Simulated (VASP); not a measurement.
# InAs (I4mm) in VASP: a series of runs

InAs is run at these levels: LDA; tasks: single point.

All numbers are computed with VASP 6.6.1; they aren't measurements. Logs are shortened: lines on timing, memory, paths and dates and some standing lists are left out, and cuts for length are marked.

## 1. The cell of the first run

The structure is tetragonal, space group I4mm (No. 107). Conventional cell: a = 3.928 Å, b = 3.928 Å, c = 5.556 Å, α = 90.00°, β = 90.00°, γ = 90.00°. In (site symmetry 4mm) has 6 As at 2.62 to 2.94 Å within 3.5 Å. Within 3.5 Å of As (site symmetry 4mm) lie 6 In at 2.62 to 2.94 Å.

## 2. Single point, LDA

File INCAR:

```
SYSTEM = InAs
PREC = Accurate ; ENCUT = 500
EDIFF = 1E-6 ; ISMEAR = 0
SIGMA = 0.15 ; LREAL = .FALSE.
LASPH = .TRUE. ; NELM = 120
ALGO = Normal ; ISIF = 2
LWAVE = .FALSE. ; LCHARG = .FALSE.
NBANDS = 16 ; GGA_COMPAT = .FALSE.
```

File KPOINTS:

```
Automatic mesh
0
G
  14 14 14
  0 0 0
```

File POSCAR:

```
InAs
1.0
    0.0000000000      2.7778406430      2.7778406430
    2.7778406430      0.0000000000      2.7778406430
    2.7778406430      2.7778406430      0.0000000000
In As
1 1
Direct
    0.4888182119      0.5111817881      0.5111817881
    0.0171361882     -0.0171361882     -0.0171361882
```

Potentials or basis: VASP PAW LDA potentials, release 64 (In_d, As).

Started as:

```sh
cat potpaw_LDA.64/In_d/POTCAR potpaw_LDA.64/As/POTCAR > POTCAR
mpirun -np 1 vasp_std > vasp.out
```

OUTCAR:

```text
SYSTEM = InAs
   PREC = Accurate
   ENCUT = 500
   EDIFF = 1E-6
   ISMEAR = 0
   LREAL = .FALSE.
   LASPH = .TRUE.
   NELM = 120
   ISIF = 2

 ion  position               nearest neighbor table
   1  0.489  0.511  0.511-   2 2.62   2 2.78   2 2.78   2 2.78   2 2.78   2 2.94
   2  0.017  0.983  0.983-   1 2.62   1 2.78   1 2.78   1 2.78   1 2.78   1 2.94

  LATTYP: Found a face centered cubic cell.
 ALAT       =     5.5556812860

  Lattice vectors:

 A1 = (   0.0000000000,   2.7778406430,   2.7778406430)
 A2 = (   2.7778406430,   0.0000000000,   2.7778406430)
 A3 = (   2.7778406430,   2.7778406430,   0.0000000000)

Analysis of symmetry for initial positions (statically):
=====================================================================
 Subroutine PRICEL returns:
 Original cell was already a primitive cell.

 Routine SETGRP: Setting up the symmetry group for a
 face centered cubic supercell.

 Subroutine GETGRP returns: Found  8 space group operations
 (whereof  8 operations were pure point group operations)
 out of a pool of 48 trial point group operations.

The static configuration has the point symmetry C_4v.

Analysis of symmetry for dynamics (positions and initial velocities):
=====================================================================
 Subroutine PRICEL returns:
 Original cell was already a primitive cell.

 Routine SETGRP: Setting up the symmetry group for a
 face centered cubic supercell.

 Subroutine GETGRP returns: Found  8 space group operations
 (whereof  8 operations were pure point group operations)
 out of a pool of 48 trial point group operations.

The dynamic configuration has the point symmetry C_4v.

 Subroutine INISYM returns: Found  8 space group operations
 (whereof  8 operations are pure point group operations),
 and found     1 'primitive' translations

----------------------------------------------------------------------------------------

                                     Primitive cell

  volume of cell :      42.8699

  direct lattice vectors                    reciprocal lattice vectors
     0.000000000  2.777840643  2.777840643    -0.179995926  0.179995926  0.179995926
     2.777840643  0.000000000  2.777840643     0.179995926 -0.179995926  0.179995926
     2.777840643  2.777840643  0.000000000     0.179995926  0.179995926 -0.179995926

  length of vectors
     3.928459911  3.928459911  3.928459911     0.311762090  0.311762090  0.311762090

  position of ions in fractional coordinates (direct lattice)
     0.488818212  0.511181788  0.511181788
     0.017136188  0.982863812  0.982863812

  ion indices of the primitive-cell ions
   primitive index   ion index
                 1           1
                 2           2

----------------------------------------------------------------------------------------

 KPOINTS: Automatic mesh

Automatic generation of k-mesh.
 Grid dimensions read from file:
 generate k-points for:   14   14   14

 Generating k-lattice:

  Cartesian coordinates                     Fractional coordinates (reciprocal lattice)
    -0.012856852  0.012856852  0.012856852     0.071428571  0.000000000  0.000000000
     0.012856852 -0.012856852  0.012856852     0.000000000  0.071428571  0.000000000
     0.012856852  0.012856852 -0.012856852     0.000000000  0.000000000  0.071428571

  Length of vectors
     0.022268721  0.022268721  0.022268721

  Shift w.r.t. Gamma in fractional coordinates (k-lattice)
     0.000000000  0.000000000  0.000000000

 Subroutine IBZKPT returns following result:
 ===========================================

 Found    244 irreducible k-points:

 Following reciprocal coordinates:
            Coordinates               Weight
  0.000000  0.000000  0.000000      1.000000
  0.071429  0.000000  0.000000      8.000000
  0.142857  0.000000  0.000000      8.000000
  0.214286  0.000000  0.000000      8.000000
  0.285714  0.000000  0.000000      8.000000
  0.357143  0.000000  0.000000      8.000000
[... 16 lines left out ...]
 -0.428571  0.071429  0.000000     16.000000
  0.000000 -0.428571  0.071429      8.000000
 [... further k-points ...]
   k-points           NKPTS =    244   k-points in BZ     NKDIM =    244   number of bands    NBANDS=     16
   number of dos      NEDOS =    301   number of ions     NIONS =      2
   total plane-waves  NPLWV =  27000
   dimension x,y,z NGX =    30 NGY =   30 NGZ =   30
   dimension x,y,z NGXF=    60 NGYF=   60 NGZF=   60
   ions per type =               1   1
   NGX,Y,Z   is equivalent  to a cutoff of  12.70, 12.70, 12.70 a.u.
   NGXF,Y,Z  is equivalent  to a cutoff of  25.39, 25.39, 25.39 a.u.
 SYSTEM =  InAs
   PREC   = accura    normal or accurate (medium, high low for compatibility)
   ISTART =      0    job   : 0-new  1-cont  2-samecut
   ICHARG =      2    charge: 1-file 2-atom 10-const
   ISPIN  =      1    spin polarized calculation?
   LNONCOLLINEAR =      F non collinear calculations
   LSORBIT =      F    spin-orbit coupling
   LASPH  =      T    aspherical Exc in radial PAW
   ENCUT  =  500.0 eV  36.75 Ry    6.06 a.u.   7.16  7.16  7.16*2*pi/ulx,y,z
   NELM   =    120;   NELMIN=  2; NELMDL= -5     # of ELM steps
   EDIFF  = 0.1E-05   stopping-criterion for ELM
   LREAL  =      F    real-space projection
   EDIFFG = 0.1E-04   stopping-criterion for IOM
   NSW    =      0    number of steps for IOM
   IBRION =     -1    ionic relax: 0-MD 1-quasi-New 2-CG
   NFREE  =      0    steps in history (QN), initial steepest desc. (CG)
   ISIF   =      2    stress and relaxation
   ISYM   =      2    0-nonsym 1-usesym 2-fastsym
   POTIM  = 0.5000    time-step for ionic-motion
   TEBEG  =    0.0;   TEEND  =   0.0 temperature during run
   PSTRESS=    0.0 pullay stress
   NELECT =      18.0000    total number of electrons
   NUPDOWN=      -1.0000    fix difference up-down
   EMIN   =  10.00;   EMAX   =-10.00  energy-range for DOS
   EFERMI =   0.00;   METHOD = LEGACY
   ISMEAR =     0;   SIGMA  =   0.15  broadening in eV -4-tet -1-fermi 0-gaus
   EFERMI_NEDOS =   21; number of points for ismear=-14 and -15
   IALGO  =     38    algorithm
   IMIX   =      4    mixing-type and parameters
     AMIX     =   0.40;   BMIX     =  1.00
     AMIX_MAG =   1.60;   BMIX_MAG =  1.00
  volume/ion in A,a.u.               =      21.43       144.65
  Fermi-wavevector in a.u.,A,eV,Ry     =   1.225881  2.316579 20.446623  1.502784
  Thomas-Fermi vector in A             =   2.360903
   LORBIT       =      0    0 simple, 1 ext, 2 COOP (PROOUT), +10 PAW based schemes
   GGA     = CA    functional components
   LHFCALC =     F    Hartree Fock is set to
   AEXX    =    0.0000 exact exchange contribution
   IVDW    =     0    specifies the selected vdW correction
   LEPSILON=     F    determine dielectric tensor
   LRPA    =     F    only Hartree local field effects (RPA)
 non-spin polarized calculation
 Gauss-broadening in eV      SIGMA  =   0.15
  energy-cutoff  :      500.00
  volume of cell :       42.87
 maximum number of plane-waves:      1106
 NGX is ok and might be reduce to    30
   NGX = 15   NGY = 15   NGZ = 15

 number of electron      17.9999999 magnetization

 Free energy of the ion-electron system (eV)
  ---------------------------------------------------
  ext. energy  EPLUGINS =         0.00000000
  ---------------------------------------------------
  free energy    TOTEN  =        -8.71988186 eV

  energy without entropy =       -8.70814961  energy(sigma->0) =       -8.71401573

 E-fermi :   6.9597     XC(G=0): -10.8133

 val. band max:        6.9577957944   @ k =   0.0000   0.0000   0.0000
 cond. band min:       6.9636935323   @ k =   0.2857   0.1429   0.0714
 fundamental gap:      0.0058977379
 Fermi energy:         6.9596599892

 k-point     1 :       0.0000    0.0000    0.0000
  band No.  band energies     occupation
      1      -7.4345      2.00000
      2      -7.4119      2.00000
      3      -7.3925      2.00000
      4      -7.3925      2.00000
      5      -7.3846      2.00000
      6      -5.8919      2.00000
[... 8 lines left out ...]
     15      15.2393      0.00000
     16      15.2393      0.00000

 k-point     2 :       0.0714    0.0000    0.0000
  band No.  band energies     occupation
      1      -7.4382      2.00000
      2      -7.4150      2.00000
      3      -7.3919      2.00000
      4      -7.3892      2.00000
      5      -7.3824      2.00000
      6      -5.8278      2.00000
[... 8 lines left out ...]
     15      15.0178      0.00000
     16      15.1411      0.00000

 k-point     3 :       0.1429    0.0000    0.0000
  band No.  band energies     occupation
      1      -7.4491      2.00000
      2      -7.4250      2.00000
      3      -7.3920      2.00000
      4      -7.3783      2.00000
      5      -7.3738      2.00000
      6      -5.6376      2.00000
[... 8 lines left out ...]
     15      15.1175      0.00000
     16      15.1554      0.00000

 k-point     4 :       0.2143    0.0000    0.0000
  band No.  band energies     occupation
      1      -7.4656      2.00000
      2      -7.4403      2.00000
      3      -7.3945      2.00000
      4      -7.3618      2.00000
      5      -7.3588      2.00000
      6      -5.3296      2.00000
[... 8 lines left out ...]
     15      15.6522      0.00000
     16      15.6536      0.00000
[... 324 lines left out ...]
 k-point    22 :       0.0000    0.5000    0.0714
  band No.  band energies     occupation
      1      -7.5320      2.00000
      2      -7.4811      2.00000
      3      -7.4033      2.00000
      4      -7.3157      2.00000
      5      -7.3087      2.00000
      6      -3.8217      2.00000
[... 8 lines left out ...]
     15      19.2767      0.00000
     16      19.2862      0.00000

 k-point    23 :      -0.4286    0.0714    0.0000
  band No.  band energies     occupation
      1      -7.5215      2.00000
      2      -7.4881      2.00000
      3      -7.4029      2.00000
      4      -7.3155      2.00000
      5      -7.3120      2.00000
      6      -3.8864      2.00000
[... 8 lines left out ...]
     15      18.3206      0.00000
     16      19.6125      0.00000

 k-point    24 :       0.0000   -0.4286    0.0714
  band No.  band energies     occupation
      1      -7.5262      2.00000
      2      -7.4836      2.00000
      3      -7.4029      2.00000
      4      -7.3143      2.00000
      5      -7.3133      2.00000
      6      -3.8852      2.00000
[... 8 lines left out ...]
     15      18.3201      0.00000
     16      19.6458      0.00000

 [... further k-points ...]
[... 5 lines left out ...]
  --------------------------------------------------------------------------------------
  -------------------------------------------------------------------------------------
  Total        1.4402907      0.5107438      0.5107438      0.0000000      0.0000000      0.0000000
  in kB       53.8280643     19.0880581     19.0880581      0.0000000      0.0000000      0.0000000
  external PRESSURE =      30.6680602 kB  Pullay stress =       0.0000000 kB

 VOLUME and BASIS-vectors are now :
 -----------------------------------------------------------------------------
  energy-cutoff  :      500.00
  volume of cell :       42.87
      direct lattice vectors                 reciprocal lattice vectors
     0.000000000  2.777840643  2.777840643    -0.179995926  0.179995926  0.179995926
     2.777840643  0.000000000  2.777840643     0.179995926 -0.179995926  0.179995926
     2.777840643  2.777840643  0.000000000     0.179995926  0.179995926 -0.179995926

 POSITION                                       TOTAL-FORCE (eV/Angst)
 -----------------------------------------------------------------------------------
      2.83996      2.77784      2.77784        -0.567235      0.000000      0.000000
      5.46048      2.77784      2.77784         0.567235      0.000000      0.000000
 -----------------------------------------------------------------------------------
    total drift:                               -0.000221      0.000000      0.000000

  FREE ENERGIE OF THE ION-ELECTRON SYSTEM (eV)
  ---------------------------------------------------
  free  energy   TOTEN  =        -8.7198818594 eV

  energy  without entropy=       -8.7081496061  energy(sigma->0) =       -8.71401573
```

Wall time 2.2 min (1 thread of Intel Xeon 6975P-C, shared host); peak memory 0.28 GiB.

Results:

| Quantity | Value |
| --- | --- |
| Free energy | -8.7199 eV |
| Pressure | 3.1 GPa |
| Largest force | 0.567 eV/Å |
| Band gap on the k mesh | zero (band 9 reaches 7.44 eV, above the bottom of band 10 at 4.42 eV) |

Forces on the atoms (eV/Å):
```
In  -0.567  0.000  0.000
As   0.567  0.000  0.000
```

Levels at points of the mesh, in eV from the Fermi level:
| k point | band 6 | band 7 | band 8 | band 9 | band 10 | band 11 | band 12 | band 13 |
| --- | --- | --- | --- | --- | --- | --- | --- | --- |
| (0.00, 0.00, 0.00) | -12.85 | -0.24 | -0.19 | -0.19 | 0.00 | 7.03 | 7.03 | 7.36 |
| (0.50, 0.00, 0.00) | -10.83 | -7.08 | 0.18 | 0.26 | 2.21 | 3.31 | 3.41 | 5.06 |
| (0.50, 0.50, 0.00) | -9.66 | -5.31 | -3.01 | -2.50 | -2.43 | 3.69 | 10.02 | 10.10 |
| (0.00, 0.50, 0.50) | -9.62 | -5.44 | -2.79 | -2.54 | -2.54 | 3.78 | 9.99 | 9.99 |

Caveat: spin-orbit coupling is left out, which moves the levels of the heavy elements.

## 3. Single point, LDA

File INCAR:

```
SYSTEM = InAs
ALGO     = Normal         ! electronic algorithm
EDIFF    = 1E-6           ! SCF threshold, eV
ENCUT    = 500            ! plane-wave cutoff, eV
GGA      = CA             ! functional
GGA_COMPAT= .FALSE.      
ISIF     = 2              ! what is computed and relaxed
ISMEAR   = 0              ! smearing method
LASPH    = .TRUE.         ! aspherical terms in the spheres
LCHARG   = .TRUE.         ! write CHGCAR
LELF     = .TRUE.         ! ELF
LREAL    = .FALSE.        ! projectors in reciprocal space
LVHAR    = .TRUE.       
LWAVE    = .FALSE.        ! write WAVECAR
NBANDS   = 16             ! bands
NELM     = 120            ! most SCF steps
PREC     = Accurate       ! precision mode
SIGMA    = 0.15           ! smearing width, eV
```

File KPOINTS:

```
k-points
0
G
  14 14 14
  0 0 0
```

File POSCAR:

```
InAs
1.0
    0.0000000000      2.7778406430      2.7778406430
    2.7778406430      0.0000000000      2.7778406430
    2.7778406430      2.7778406430      0.0000000000
In As
1 1
Direct
    0.4776364237      0.5223635763      0.5223635763
    0.0342723764     -0.0342723764     -0.0342723764
```

Potentials or basis: VASP PAW LDA potentials, release 64 (In_d, As).

Started as:

```sh
cat potpaw_LDA.64/In_d/POTCAR potpaw_LDA.64/As/POTCAR > POTCAR
mpirun -np 1 vasp_std > vasp.out
```

Run time: 2.4 min. Hardware: 1 thread of Intel Xeon 6975P-C, shared host; peak memory 0.28 GiB.

It converged, with:

```yaml
Free_energy: -8.5604 eV
Pressure: 5.6 GPa
Largest_force: 1.571 eV/Å
Band_gap_on_the_k_mesh: zero (band 9 reaches 7.43 eV, above the bottom of band 10 at 4.49 eV)
```

Forces in eV/Å, atoms in the order of the input:
```
In  -1.571  0.000  0.000
As   1.571  0.000  0.000
```

Stress tensor (GPa, compression positive):
```
15.10  0.00  0.00
 0.00  0.82  0.00
 0.00  0.00  0.82
```

Levels at points of the mesh, in eV from the Fermi level:
| k point | band 7 | band 8 | band 9 | band 10 | band 11 | band 12 |
| --- | --- | --- | --- | --- | --- | --- |
| (0.00, 0.00, 0.00) | -0.25 | -0.05 | -0.05 | 0.06 | 6.52 | 6.52 |
| (0.50, 0.00, 0.00) | -7.01 | -0.03 | 0.24 | 2.26 | 3.43 | 3.81 |
| (0.50, 0.50, 0.00) | -5.27 | -3.10 | -2.34 | -2.19 | 3.49 | 10.21 |
| (0.00, 0.50, 0.50) | -5.72 | -2.51 | -2.51 | -2.43 | 3.82 | 10.09 |

Caveat: spin-orbit coupling is left out, which moves the levels of the heavy elements; forces of over 1 eV/Å act on the atoms, so gaps and moduli don't describe the material at rest.
